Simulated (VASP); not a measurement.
# ZnO (P6_3mc) in VASP: settings compared, part 2 of 2

VASP 6.6.1.

## Step 3: Single point, PBE

This run uses another cell than the first one, of 12.32 Å³/atom, 1.044 times its volume.

Input file INCAR:

```
SYSTEM = ZnO
  PREC = Accurate
  ENCUT = 520
  EDIFF = 1E-6
  ISMEAR = -1
  SIGMA = 0.02
  LREAL = .False.
  LASPH = .True.
  NELM = 60
  ALGO = Normal
  ISIF = 2
  LWAVE = .False.
  LCHARG = .False.
  GGA = PE
  NBANDS = 46
```

Input file KPOINTS:

```
regular mesh
0
Gamma
  12 12 4
  0 0 0
```

Input file POSCAR:

```
ZnO
1.0
    3.2717925156      0.0000000000      0.0000000000
   -1.6358962579      2.8334554344      0.0000000000
    0.0000000000      0.0000000000     10.6302829236
Zn O
4 4
Direct
    0.0000000000      0.0000000000     -0.0005573017
    0.3333333333      0.6666666667      0.2496497130
    0.0000000000      0.0000000000      0.4994426983
    0.6666666667      0.3333333333      0.7496497130
    0.0000000000      0.0000000000      0.1880731338
    0.3333333333      0.6666666667      0.4378344549
    0.0000000000      0.0000000000      0.6880731338
    0.6666666667      0.3333333333      0.9378344549
```

Potentials or basis: VASP PAW PBE potentials, release 64 (Zn, O).

The run is started by

```
cat potpaw_PBE.64/Zn/POTCAR potpaw_PBE.64/O/POTCAR > POTCAR
mpirun -np 1 vasp_std > vasp.out
```

OUTCAR:

```text
SYSTEM = ZnO
   PREC = Accurate
   ENCUT = 520
   EDIFF = 1E-6
   ISMEAR = -1
   LREAL = .False.
   LASPH = .True.
   NELM = 60
   ISIF = 2
   GGA = PE

 ion  position               nearest neighbor table
   1  0.000  0.000  0.999-   8 2.00   8 2.00   8 2.00   5 2.01
   2  0.333  0.667  0.250-   5 2.00   5 2.00   5 2.00   6 2.00
   3  0.000  0.000  0.499-   6 2.00   6 2.00   6 2.00   7 2.01
   4  0.667  0.333  0.750-   7 2.00   7 2.00   7 2.00   8 2.00
   5  0.000  0.000  0.188-   2 2.00   2 2.00   2 2.00   1 2.01
   6  0.333  0.667  0.438-   3 2.00   3 2.00   3 2.00   2 2.00
   7  0.000  0.000  0.688-   4 2.00   4 2.00   4 2.00   3 2.01
   8  0.667  0.333  0.938-   1 2.00   1 2.00   1 2.00   4 2.00

  LATTYP: Found a hexagonal cell.
 ALAT       =     3.2717925156
 C/A-ratio  =     3.2490700046

  Lattice vectors:

 A1 = (   3.2717925156,   0.0000000000,   0.0000000000)
 A2 = (  -1.6358962579,   2.8334554344,   0.0000000000)
 A3 = (   0.0000000000,   0.0000000000,  10.6302829236)

Analysis of symmetry for initial positions (statically):
=====================================================================
 Subroutine PRICEL returns:
 Original cell was already a primitive cell.

 Routine SETGRP: Setting up the symmetry group for a
 hexagonal supercell.

 Subroutine GETGRP returns: Found 12 space group operations
 (whereof  6 operations were pure point group operations)
 out of a pool of 24 trial point group operations.

The static configuration has the point symmetry C_3v.
 The point group associated with its full space group is C_6v.

Analysis of symmetry for dynamics (positions and initial velocities):
=====================================================================
 Subroutine PRICEL returns:
 Original cell was already a primitive cell.

 Routine SETGRP: Setting up the symmetry group for a
 hexagonal supercell.

[... 133 lines left out ...]
   EFERMI_NEDOS =   21; number of points for ismear=-14 and -15
   IALGO  =     38    algorithm
   IMIX   =      4    mixing-type and parameters
     AMIX     =   0.40;   BMIX     =  1.00
     AMIX_MAG =   1.60;   BMIX_MAG =  1.00
  volume/ion in A,a.u.               =      12.32        83.13
  Fermi-wavevector in a.u.,A,eV,Ry     =   1.474472  2.786349 29.580006  2.174069
  Thomas-Fermi vector in A             =   2.589240
   LORBIT       =      0    0 simple, 1 ext, 2 COOP (PROOUT), +10 PAW based schemes
   GGA     = PE    functional components
   LHFCALC =     F    Hartree Fock is set to
   AEXX    =    0.0000 exact exchange contribution
   IVDW    =     0    specifies the selected vdW correction
   LEPSILON=     F    determine dielectric tensor
   LRPA    =     F    only Hartree local field effects (RPA)
 non-spin polarized calculation
  energy-cutoff  :      520.00
  volume of cell :       98.55
 maximum number of plane-waves:      2694
   NGX = 13   NGY = 13   NGZ = 39

 number of electron      72.0000096 magnetization

 Free energy of the ion-electron system (eV)
  ---------------------------------------------------
  ext. energy  EPLUGINS =         0.00000000
  ---------------------------------------------------
  free energy    TOTEN  =       -35.69361707 eV

  energy without entropy =      -35.69361707  energy(sigma->0) =      -35.69361707

 E-fermi :   1.2503     XC(G=0): -10.7335

 val. band max:        0.8982231156   @ k =   0.0000   0.0000   0.0000
 cond. band min:       1.5710873699   @ k =   0.0000   0.0000   0.0000
 fundamental gap:      0.6728642543
 Fermi energy:         1.2502610364

 k-point     1 :       0.0000    0.0000    0.0000
  band No.  band energies     occupation
      1     -16.9192      2.00000
      2     -16.6129      2.00000
      3     -16.5880      2.00000
      4     -16.2626      2.00000
      5      -4.8463      2.00000
      6      -4.8098      2.00000
[... 1165 lines left out ...]
     45      11.2605      0.00000
     46      12.0137      0.00000

 [... further k-points ...]
[... 5 lines left out ...]
  --------------------------------------------------------------------------------------
  -------------------------------------------------------------------------------------
  Total        0.5300298      0.5300298      0.5292122     -0.0000000     -0.0000000      0.0000000
  in kB        8.6171543      8.6171543      8.6038627     -0.0000000     -0.0000000      0.0000000
  external PRESSURE =       8.6127238 kB  Pullay stress =       0.0000000 kB

 VOLUME and BASIS-vectors are now :
 -----------------------------------------------------------------------------
  energy-cutoff  :      520.00
  volume of cell :       98.55
      direct lattice vectors                 reciprocal lattice vectors
     3.271792516  0.000000000  0.000000000     0.305642853  0.176462984  0.000000000
    -1.635896258  2.833455434  0.000000000     0.000000000  0.352925967  0.000000000
     0.000000000  0.000000000 10.630282924     0.000000000  0.000000000  0.094070873

 POSITION                                       TOTAL-FORCE (eV/Angst)
 -----------------------------------------------------------------------------------
      0.00000      0.00000     10.62436        -0.000000      0.000000      0.001675
     -0.00000      1.88897      2.65385         0.000000     -0.000000     -0.001114
      0.00000      0.00000      5.30922         0.000000     -0.000000      0.001675
      1.63590      0.94449      7.96899        -0.000000     -0.000000     -0.001114
      0.00000      0.00000      1.99927         0.000000     -0.000000     -0.001516
     -0.00000      1.88897      4.65430         0.000000     -0.000000      0.000955
      0.00000      0.00000      7.31441        -0.000000      0.000000     -0.001516
      1.63590      0.94449      9.96945         0.000000      0.000000      0.000955
 -----------------------------------------------------------------------------------
    total drift:                               -0.000001     -0.000002      0.000249

  FREE ENERGIE OF THE ION-ELECTRON SYSTEM (eV)
  ---------------------------------------------------
  free  energy   TOTEN  =       -35.6936170683 eV

  energy  without entropy=      -35.6936170680  energy(sigma->0) =      -35.69361707
```

OSZICAR:

```text
N       E                     dE             d eps       ncg     rms          rms(c)
DAV:   1     0.756131001968E+03    0.75613E+03   -0.34900E+04  5274   0.226E+03
DAV:   2     0.790512434989E+02   -0.67708E+03   -0.64037E+03  5332   0.527E+02
DAV:   3    -0.362647637244E+02   -0.11532E+03   -0.11283E+03  5656   0.198E+02
DAV:   4    -0.421492217485E+02   -0.58845E+01   -0.58455E+01  6120   0.474E+01
DAV:   5    -0.422019187843E+02   -0.52697E-01   -0.52684E-01  5676   0.478E+00    0.199E+01
DAV:   6    -0.353444790321E+02    0.68574E+01   -0.19478E+01  8400   0.708E+01    0.120E+01
DAV:   7    -0.357790830081E+02   -0.43460E+00   -0.61770E+00  5426   0.195E+01    0.728E+00
DAV:   8    -0.358338937153E+02   -0.54811E-01   -0.16522E+00  7316   0.939E+00    0.274E+00
DAV:   9    -0.356854624678E+02    0.14843E+00   -0.36537E-01  8158   0.834E+00    0.554E-01
DAV:  10    -0.356936033778E+02   -0.81409E-02   -0.13416E-01  5322   0.200E+00    0.202E-01
DAV:  11    -0.356935355269E+02    0.67851E-04   -0.31275E-03  6462   0.674E-01    0.595E-02
DAV:  12    -0.356935963321E+02   -0.60805E-04   -0.49688E-04  6430   0.473E-01    0.231E-02
DAV:  13    -0.356936133574E+02   -0.17025E-04   -0.15574E-04  6036   0.116E-01    0.210E-02
DAV:  14    -0.356936284003E+02   -0.15043E-04   -0.29271E-05  6388   0.727E-02    0.286E-02
DAV:  15    -0.356936180345E+02    0.10366E-04   -0.16324E-05  5976   0.358E-02    0.114E-02
DAV:  16    -0.356936170683E+02    0.96625E-06   -0.87042E-06  5674   0.261E-02
   1 F= -.35693617E+02 E0= -.35693617E+02  d E =-.256299E-09
```

Wall time 4.6 min (1 thread of Intel Xeon Platinum 8259CL at 2.50GHz (Skylake/Cascade Lake), shared host); peak memory 0.32 GiB.

Results:

| Property | Result |
| --- | --- |
| Free energy | -35.6936 eV |
| Pressure | 0.9 GPa |
| Band gap on the k mesh | 0.67 eV, direct |

Levels at points of the mesh, in eV from the valence-band top:
```
           k point  band 32  band 33  band 34  band 35  band 36  band 37  band 38  band 39  band 40  band 41
(0.00, 0.00, 0.00)    -0.36    -0.36    -0.04     0.00     0.00     0.67     3.21     3.36     5.22     7.94
(0.50, 0.00, 0.00)    -1.43    -1.41    -1.34    -0.91    -0.78     5.31     5.33     6.15     6.39     7.72
(0.00, 0.00, 0.50)    -0.64    -0.11    -0.11    -0.11    -0.11     1.79     1.79     4.61     4.61     8.53
(0.50, 0.00, 0.50)    -1.91    -1.17    -1.17    -0.96    -0.96     5.59     5.59     5.96     5.96     7.89
```

A k mesh can miss the band edges. As with any semilocal functional, this PBE gap is likely too small.

## Step 4: Single point, r2SCAN

Input file POSCAR:

```
ZnO
1.0
    3.2264988268      0.0000000001      0.0000000000
   -1.6132494134      2.7942299492      0.0000000000
    0.0000000000      0.0000000000     10.4726024573
Zn O
4 4
Direct
    0.0000000000      0.0000000000     -0.0006159410
    0.3333333333      0.6666666667      0.2495638050
    0.0000000000      0.0000000000      0.4993840590
    0.6666666667      0.3333333333      0.7495638050
    0.0000000000      0.0000000000      0.1881525593
    0.3333333333      0.6666666667      0.4378995767
    0.0000000000      0.0000000000      0.6881525593
    0.6666666667      0.3333333333      0.9378995767
```

Input file INCAR.step1:

```
SYSTEM = ZnO
PREC = Accurate
ENCUT = 520
ISMEAR = 0
SIGMA = 0.01
LREAL = .False.
LASPH = .True.
NELM = 80
NBANDS = 46
GGA = PE
ALGO = Normal
EDIFF = 1E-4
LWAVE = .True.
LCHARG = .False.
```

Input file INCAR.step2:

```
SYSTEM = ZnO
PREC = Accurate
ENCUT = 520
EDIFF = 1E-7
ISMEAR = 0
SIGMA = 0.01
LREAL = .False.
LASPH = .True.
NELM = 80
ALGO = Normal
ISIF = 2
LWAVE = .False.
LCHARG = .False.
METAGGA = R2SCAN
LMIXTAU = .True.
NBANDS = 46
ISTART = 1
```

Input file KPOINTS:

```
Automatic mesh
0
Gamma
  12 12 4
  0 0 0
```

The run is started by

```
cat potpaw_PBE.64/Zn/POTCAR potpaw_PBE.64/O/POTCAR > POTCAR
cp INCAR.step1 INCAR
mpirun -np 1 vasp_std > vasp.out
cp INCAR.step2 INCAR
mpirun -np 1 vasp_std > vasp.out
```

It took 12 min on 1 thread of Intel Xeon Platinum 8259CL at 2.50GHz (Skylake/Cascade Lake), shared host; peak memory 0.33 GiB.

Results (log left out):

```
Free energy            : -72.6003 eV
Pressure               : 1.0 GPa
Largest force          : 0.009 eV/Å
Band gap on the k mesh : 1.18 eV, direct
```

Forces on the atoms (eV/Å):
```
Zn   0.000  0.000 -0.001
Zn   0.000  0.000 -0.009
Zn   0.000  0.000 -0.001
Zn   0.000  0.000 -0.009
O    0.000  0.000  0.004
O    0.000  0.000  0.006
O    0.000  0.000  0.004
O    0.000  0.000  0.006
```

Levels at points of the mesh, in eV from the valence-band top:
```tsv
k point	band 33	band 34	band 35	band 36	band 37	band 38	band 39	band 40
(0.00, 0.00, 0.00)	-0.39	-0.04	0.00	0.00	1.18	3.78	3.94	6.00
(0.50, 0.00, 0.00)	-1.53	-1.44	-0.99	-0.85	5.87	6.04	6.76	7.09
(0.00, 0.00, 0.50)	-0.12	-0.12	-0.12	-0.12	2.25	2.25	5.31	5.31
(0.50, 0.00, 0.50)	-1.25	-1.25	-1.05	-1.05	6.26	6.26	6.57	6.57
```

Caveat: the PAW data sets were made with another functional, which shifts forces and pressure a little. r2SCAN opens gaps a little over a GGA but as a rule still falls short of measured ones.

## Step 5: The runs side by side

| level | cell | k mesh | smearing | gap on the mesh (eV) | pressure (GPa) | largest force (eV/Å) |
| --- | --- | --- | --- | --- | --- | --- |
| r2SCAN | a = 3.226, b = 3.226, c = 10.473 Å, angles 90.0, 90.0, 120.0°, 8 atoms | 12 × 12 × 2 | fermi-dirac 0.02 eV | 1.18 | 1.0 | 0.01 |
| PBE | a = 3.272, b = 3.272, c = 10.630 Å, angles 90.0, 90.0, 120.0°, 8 atoms | 12 × 12 × 4 | fermi-dirac 0.02 eV | 0.67 | 0.9 | - |
| r2SCAN | a = 3.226, b = 3.226, c = 10.473 Å, angles 90.0, 90.0, 120.0°, 8 atoms | 12 × 12 × 4 | gaussian 0.01 eV | 1.18 | 1.0 | 0.01 |

Alike in all rows: task single point; potentials or basis VASP PAW PBE potentials, release 64 (Zn, O); no spin polarisation; cutoff (eV) 520.

Caveats: the PAW data sets were made with another functional, which shifts forces and pressure a little (some runs).

Total energies depend on the potentials used, so only differences within one code and one set of settings carry meaning.
